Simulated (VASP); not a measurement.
# PtC18 in VASP: further runs

PtC18 is run at these levels: PBEsol; tasks: single point.

All numbers are computed with VASP 6.6.1; they aren't measurements. Logs are shortened: lines on timing, memory, paths and dates and some standing lists are left out, and cuts for length are marked.

### 1 The cell of the first run

The cell holds a slab with vacuum, 19 atoms: a = 7.398 Å, b = 7.398 Å, c = 12.000 Å, α = 90.00°, β = 90.00°, γ = 120.00°.

### 2 Single point, PBEsol

Input file INCAR:

```
SYSTEM = PtC18
PREC = Accurate ; ENCUT = 520
EDIFF = 1E-7 ; ISMEAR = 0
SIGMA = 0.02 ; LREAL = Auto
LASPH = .True. ; NELM = 100
ALGO = Normal ; ISIF = 2
LWAVE = .False. ; LCHARG = .False.
GGA = PS ; NBANDS = 56
```

Input file KPOINTS:

```
Automatic mesh
0
Gamma
  2 2 1
  0 0 0
```

Input file POSCAR:

```
PtC18
1.0
    7.3980000000      0.0000000000      0.0000000000
   -3.6990000000      6.4068560000      0.0000000000
    0.0000000000      0.0000000000     12.0000000000
C Pt
18 1
Direct
    0.0025974431     -0.0025296339      0.0805117500
    0.2251827093      0.1093840723      0.0808473333
    0.0035663371      0.3286228066      0.0849441667
    0.2256711765      0.4428395144      0.0797565833
    0.0043395113      0.6677671544      0.0981412500
    0.2285925308      0.7785711119      0.0853358333
    0.3358153170     -0.0025491442      0.0812795000
    0.5587612074      0.1097346343      0.0812770000
    0.3357882282      0.3306367429      0.0787295000
    0.5581720977      0.4428421678      0.0799291667
    0.3363944747      0.6643117935      0.0799436667
    0.5587635284      0.7765200279      0.0787603333
    0.6693697399     -0.0022240238      0.0808677500
    0.8919513390      0.1097126266      0.0805208333
    0.6660009737      0.3286156268      0.0853195833
    0.8902365957      0.4394423724      0.0982134167
    0.6688763117      0.6643171003      0.0797730833
    0.8909740241      0.7785636200      0.0849356667
    0.9481238561      0.5543912646      0.2584130833
```

Potentials or basis: VASP PAW PBE potentials, release 64 (C, Pt).

Launch:

```
> cat potpaw_PBE.64/C/POTCAR potpaw_PBE.64/Pt/POTCAR > POTCAR
> mpirun -np 1 vasp_std > vasp.out
```

OUTCAR:

```text
SYSTEM = PtC18
   PREC = Accurate
   ENCUT = 520
   EDIFF = 1E-7
   ISMEAR = 0
   LREAL = Auto
   LASPH = .True.
   NELM = 100
   ISIF = 2
   GGA = PS

 ion  position               nearest neighbor table
   1  0.003  0.997  0.081-  18 1.40   2 1.43  14 1.43
   2  0.225  0.109  0.081-   9 1.42   7 1.43   1 1.43
   3  0.004  0.329  0.085-  14 1.40   4 1.42  16 1.44
   4  0.226  0.443  0.080-  11 1.42   9 1.42   3 1.42
   5  0.004  0.668  0.098-  18 1.44   6 1.44  16 1.46  19 2.06
   6  0.229  0.779  0.085-   7 1.40  11 1.42   5 1.44
   7  0.336  0.997  0.081-   6 1.40   2 1.43   8 1.43
   8  0.559  0.110  0.081-  15 1.40  13 1.43   7 1.43
   9  0.336  0.331  0.079-   2 1.42   4 1.42  10 1.42
  10  0.558  0.443  0.080-  17 1.42  15 1.42   9 1.42
  11  0.336  0.664  0.080-   4 1.42   6 1.42  12 1.42
  12  0.559  0.777  0.079-  13 1.42  17 1.42  11 1.42
  13  0.669  0.998  0.081-  12 1.42   8 1.43  14 1.43
  14  0.892  0.110  0.081-   3 1.40  13 1.43   1 1.43
  15  0.666  0.329  0.085-   8 1.40  10 1.42  16 1.44
  16  0.890  0.439  0.098-   3 1.44  15 1.44   5 1.46  19 2.06
  17  0.669  0.664  0.080-  10 1.42  12 1.42  18 1.42
  18  0.891  0.779  0.085-   1 1.40  17 1.42   5 1.44
  19  0.948  0.554  0.258-   5 2.06  16 2.06

  LATTYP: Found a hexagonal cell.
 ALAT       =     7.3980000000
 C/A-ratio  =     1.6220600162

  Lattice vectors:

 A1 = (   7.3980000000,   0.0000000000,   0.0000000000)
 A2 = (  -3.6990000000,   6.4068560000,   0.0000000000)
 A3 = (   0.0000000000,   0.0000000000,  12.0000000000)

Analysis of symmetry for initial positions (statically):
=====================================================================
 Subroutine PRICEL returns:
 Original cell was already a primitive cell.

 Routine SETGRP: Setting up the symmetry group for a
 hexagonal supercell.

 Subroutine GETGRP returns: Found  1 space group operations
 (whereof  1 operations were pure point group operations)
 out of a pool of 24 trial point group operations.

The static configuration has the point symmetry C_1 .

Analysis of symmetry for dynamics (positions and initial velocities):
=====================================================================
 Subroutine PRICEL returns:
 Original cell was already a primitive cell.

 Routine SETGRP: Setting up the symmetry group for a
 hexagonal supercell.

 Subroutine GETGRP returns: Found  1 space group operations
 (whereof  1 operations were pure point group operations)
 out of a pool of 24 trial point group operations.

The dynamic configuration has the point symmetry C_1 .

 Subroutine INISYM returns: Found  1 space group operations
 (whereof  1 operations are pure point group operations),
 and found     1 'primitive' translations

----------------------------------------------------------------------------------------

                                     Primitive cell

  volume of cell :     568.7750

  direct lattice vectors                    reciprocal lattice vectors
     7.398000000  0.000000000  0.000000000     0.135171668  0.078041398  0.000000000
    -3.699000000  6.406856000  0.000000000     0.000000000  0.156082796  0.000000000
     0.000000000  0.000000000 12.000000000     0.000000000  0.000000000  0.083333333

  length of vectors
     7.398000000  7.398000054 12.000000000     0.156082797  0.156082796  0.083333333

  position of ions in fractional coordinates (direct lattice)
     0.002597443  0.997470366  0.080511750
     0.225182709  0.109384072  0.080847333
     0.003566337  0.328622807  0.084944167
     0.225671177  0.442839514  0.079756583
     0.004339511  0.667767154  0.098141250
     0.228592531  0.778571112  0.085335833
[... 11 lines left out ...]
     0.890974024  0.778563620  0.084935667
     0.948123856  0.554391265  0.258413083

  ion indices of the primitive-cell ions
   primitive index   ion index
                 1           1
                 2           2
                 3           3
                 4           4
                 5           5
                 6           6
[... 11 lines left out ...]
                18          18
                19          19

----------------------------------------------------------------------------------------

 KPOINTS: Automatic mesh

Automatic generation of k-mesh.
 Grid dimensions read from file:
 generate k-points for:    2    2    1

 Generating k-lattice:

  Cartesian coordinates                     Fractional coordinates (reciprocal lattice)
     0.067585834  0.039020699  0.000000000     0.500000000  0.000000000  0.000000000
     0.000000000  0.078041398  0.000000000     0.000000000  0.500000000  0.000000000
     0.000000000  0.000000000  0.083333333     0.000000000  0.000000000  1.000000000

  Length of vectors
     0.078041399  0.078041398  0.083333333

  Shift w.r.t. Gamma in fractional coordinates (k-lattice)
     0.000000000  0.000000000  0.000000000

 Subroutine IBZKPT returns following result:
 ===========================================

 Found      4 irreducible k-points:

 Following reciprocal coordinates:
            Coordinates               Weight
  0.000000  0.000000  0.000000      1.000000
  0.500000  0.000000  0.000000      1.000000
  0.000000  0.500000  0.000000      1.000000
  0.500000  0.500000  0.000000      1.000000
   k-points           NKPTS =      4   k-points in BZ     NKDIM =      4   number of bands    NBANDS=     56
   number of dos      NEDOS =    301   number of ions     NIONS =     19
   total plane-waves  NPLWV = 282240
   dimension x,y,z NGX =    56 NGY =   56 NGZ =   90
   dimension x,y,z NGXF=   112 NGYF=  112 NGZF=  180
   ions per type =              18   1
   NGX,Y,Z   is equivalent  to a cutoff of  12.58, 12.58, 12.47 a.u.
   NGXF,Y,Z  is equivalent  to a cutoff of  25.17, 25.17, 24.94 a.u.
 SYSTEM =  PtC18
   PREC   = accura    normal or accurate (medium, high low for compatibility)
   ISTART =      0    job   : 0-new  1-cont  2-samecut
   ICHARG =      2    charge: 1-file 2-atom 10-const
   ISPIN  =      1    spin polarized calculation?
   LNONCOLLINEAR =      F non collinear calculations
   LSORBIT =      F    spin-orbit coupling
   LASPH  =      T    aspherical Exc in radial PAW
   ENCUT  =  520.0 eV  38.22 Ry    6.18 a.u.  13.76 13.76 22.31*2*pi/ulx,y,z
   NELM   =    100;   NELMIN=  2; NELMDL= -5     # of ELM steps
   EDIFF  = 0.1E-06   stopping-criterion for ELM
   LREAL  =      T    real-space projection
   EDIFFG = 0.1E-05   stopping-criterion for IOM
   NSW    =      0    number of steps for IOM
   IBRION =     -1    ionic relax: 0-MD 1-quasi-New 2-CG
   NFREE  =      0    steps in history (QN), initial steepest desc. (CG)
   ISIF   =      2    stress and relaxation
   ISYM   =      2    0-nonsym 1-usesym 2-fastsym
   POTIM  = 0.5000    time-step for ionic-motion
   TEBEG  =    0.0;   TEEND  =   0.0 temperature during run
   PSTRESS=    0.0 pullay stress
   NELECT =      82.0000    total number of electrons
   NUPDOWN=      -1.0000    fix difference up-down
   EMIN   =  10.00;   EMAX   =-10.00  energy-range for DOS
   EFERMI =   0.00;   METHOD = LEGACY
   ISMEAR =     0;   SIGMA  =   0.02  broadening in eV -4-tet -1-fermi 0-gaus
   EFERMI_NEDOS =   21; number of points for ismear=-14 and -15
   IALGO  =     38    algorithm
   IMIX   =      4    mixing-type and parameters
     AMIX     =   0.40;   BMIX     =  1.00
     AMIX_MAG =   1.60;   BMIX_MAG =  1.00
  volume/ion in A,a.u.               =      29.94       202.01
  Fermi-wavevector in a.u.,A,eV,Ry     =   0.858419  1.622176 10.025902  0.736883
  Thomas-Fermi vector in A             =   1.975621
   LORBIT       =      0    0 simple, 1 ext, 2 COOP (PROOUT), +10 PAW based schemes
   GGA     = PS    functional components
   LHFCALC =     F    Hartree Fock is set to
   AEXX    =    0.0000 exact exchange contribution
   IVDW    =     0    specifies the selected vdW correction
   LEPSILON=     F    determine dielectric tensor
   LRPA    =     F    only Hartree local field effects (RPA)
 non-spin polarized calculation
 Gauss-broadening in eV      SIGMA  =   0.02
  energy-cutoff  :      520.00
  volume of cell :      568.78
 maximum number of plane-waves:     15363
 NGX is ok and might be reduce to    56
   NGX = 27   NGY = 27   NGZ = 45

 number of electron      81.9999997 magnetization

 Free energy of the ion-electron system (eV)
  ---------------------------------------------------
  ext. energy  EPLUGINS =         0.00000000
  ---------------------------------------------------
  free energy    TOTEN  =      -176.03034810 eV

  energy without entropy =     -176.03034810  energy(sigma->0) =     -176.03034810

 E-fermi :  -1.2406     XC(G=0):  -4.1847

 val. band max:       -1.4125849806   @ k =   0.0000   0.0000   0.0000
 cond. band min:      -1.1130208701   @ k =   0.0000   0.0000   0.0000
 fundamental gap:      0.2995641104
 Fermi energy:        -1.2406442901

 k-point     1 :       0.0000    0.0000    0.0000
  band No.  band energies     occupation
      1     -20.9451      2.00000
      2     -18.5993      2.00000
      3     -18.3916      2.00000
      4     -18.3148      2.00000
      5     -18.2958      2.00000
      6     -18.2648      2.00000
[... 45 lines left out ...]
     52       3.6741      0.00000
     53       3.9006      0.00000

 k-point     2 :       0.5000    0.0000    0.0000
  band No.  band energies     occupation
      1     -20.3671      2.00000
      2     -20.2144      2.00000
      3     -19.0233      2.00000
      4     -18.9618      2.00000
      5     -16.6522      2.00000
      6     -16.5015      2.00000
[... 45 lines left out ...]
     52       3.9551      0.00000
     53       4.3304      0.00000

 k-point     3 :       0.0000    0.5000    0.0000
  band No.  band energies     occupation
      1     -20.3508      2.00000
      2     -20.2362      2.00000
      3     -19.0331      2.00000
      4     -18.9422      2.00000
      5     -16.6205      2.00000
      6     -16.5149      2.00000
[... 45 lines left out ...]
     52       4.0168      0.00000
     53       4.3398      0.00000

 k-point     4 :       0.5000    0.5000    0.0000
  band No.  band energies     occupation
      1     -20.3674      2.00000
      2     -20.2142      2.00000
      3     -19.0224      2.00000
      4     -18.9622      2.00000
      5     -16.6527      2.00000
      6     -16.5044      2.00000
[... 45 lines left out ...]
     52       3.9554      0.00000
     53       4.3311      0.00000
 [bands above 53 left out]

------------------------ aborting loop because EDIFF is reached ----------------------------------------

  FORCE on cell =-STRESS in cart. coord.  units (eV):
  Direction    XX          YY          ZZ          XY          YZ          ZX
  --------------------------------------------------------------------------------------
  -------------------------------------------------------------------------------------
  Total        3.9624587     -1.6789870      0.1503682      0.0114226     -0.0186431     -0.0200215
  in kB       11.1618143     -4.7295233      0.4235707      0.0321762     -0.0525154     -0.0563984
  external PRESSURE =       2.2852872 kB  Pullay stress =       0.0000000 kB

 VOLUME and BASIS-vectors are now :
 -----------------------------------------------------------------------------
  energy-cutoff  :      520.00
  volume of cell :      568.78
      direct lattice vectors                 reciprocal lattice vectors
     7.398000000  0.000000000  0.000000000     0.135171668  0.078041398  0.000000000
    -3.699000000  6.406856000  0.000000000     0.000000000  0.156082796  0.000000000
     0.000000000  0.000000000 12.000000000     0.000000000  0.000000000  0.083333333

 POSITION                                       TOTAL-FORCE (eV/Angst)
 -----------------------------------------------------------------------------------
     -3.67043      6.39065      0.96614        -0.005061     -0.002074      0.017131
      1.26129      0.70081      0.97017        -0.006527     -0.007853     -0.016344
     -1.18919      2.10544      1.01933        -0.005754     -0.010412      0.017234
      0.03145      2.83721      0.95708        -0.001369      0.021458      0.007291
     -2.43797      4.27829      1.17769        -0.000208      0.009418     -0.069989
     -1.18881      4.98819      1.02403        -0.015599     -0.001735      0.014495
[... 11 lines left out ...]
      3.71152      4.98815      1.01923         0.007617      0.009933      0.012392
      4.96353      3.55190      3.10096        -0.004104     -0.009462      0.128276
 -----------------------------------------------------------------------------------
    total drift:                                0.006024      0.002790      0.027819

  FREE ENERGIE OF THE ION-ELECTRON SYSTEM (eV)
  ---------------------------------------------------
  free  energy   TOTEN  =      -176.0303481022 eV

  energy  without entropy=     -176.0303481022  energy(sigma->0) =     -176.03034810
```

It took 3.9 min on 1 thread of Intel Xeon 6975P-C (Granite Rapids), shared host; peak memory 0.59 GiB.

What came out:

| Property | Result |
| --- | --- |
| Free energy | -176.0303 eV |
| Largest force | 0.129 eV/Å |
| Band gap on the k mesh | 0.30 eV, direct |

Forces in eV/Å, atoms in the order of the input:
```
C   -0.005 -0.002  0.017
C   -0.007 -0.008 -0.016
C   -0.006 -0.010  0.017
C   -0.001  0.021  0.007
C    0.000  0.009 -0.070
C   -0.016 -0.002  0.014
C    0.031  0.025 -0.017
C   -0.025 -0.023 -0.015
C    0.014  0.008 -0.023
C   -0.022  0.010  0.004
C    0.023 -0.015  0.005
C   -0.014 -0.007 -0.023
C    0.003  0.009 -0.016
C    0.004  0.004  0.020
C    0.017  0.001  0.019
C   -0.001 -0.008 -0.065
C    0.001 -0.013  0.002
C    0.008  0.010  0.012
Pt  -0.004 -0.009  0.128
```

Caveat: the k points lie up to 0.49 Å⁻¹ apart; the PAW data sets were made with another functional, which shifts forces and pressure a little; spin-orbit coupling is left out, which moves the levels of the heavy elements.

[end of part 1 of 2]
